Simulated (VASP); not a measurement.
A run of VASP 6.6.1:

Contents of INCAR:

```
SYSTEM = Mg
PREC = Accurate
ENCUT = 520
EDIFF = 1E-6
ISMEAR = -1
SIGMA = 0.05
LREAL = .False.
LASPH = .True.
NELM = 80
ALGO = Normal
ISIF = 2
LWAVE = .False.
LCHARG = .True.
GGA = PS
LELF = .True.
LVHAR = .True.
NBANDS = 9
```

KPOINTS

```
Automatic mesh
0
Gamma
  11 11 11
  0 0 0
```

Contents of POSCAR:

```
Mg
1.0
    0.0000000000      3.4835629568      3.4835629568
    3.4835629568      0.0000000000      3.4835629568
    3.4835629568      3.4835629568      0.0000000000
Mg
2
Direct
   -0.1250000000     -0.1250000000     -0.1250000000
    0.1250000000      0.1250000000      0.1250000000
```

Potentials or basis: VASP PAW PBE potentials, release 64 (Mg).

The run is started by

```sh
$ cat potpaw_PBE.64/Mg/POTCAR > POTCAR
$ mpirun -np 1 vasp_std > vasp.out
```

Hardware: 1 thread of Intel(R) Xeon(R) Platinum 8259CL CPU @ 2.50GHz (Skylake/Cascade Lake), with other jobs on the host.

Question: Estimate the wall time of this run.

Answer: Run time: 31 s on 1 thread of Intel(R) Xeon(R) Platinum 8259CL CPU @ 2.50GHz (Skylake/Cascade Lake) (shared host), peak memory 0.24 GiB. Counts: scf iterations 10, k points 56.
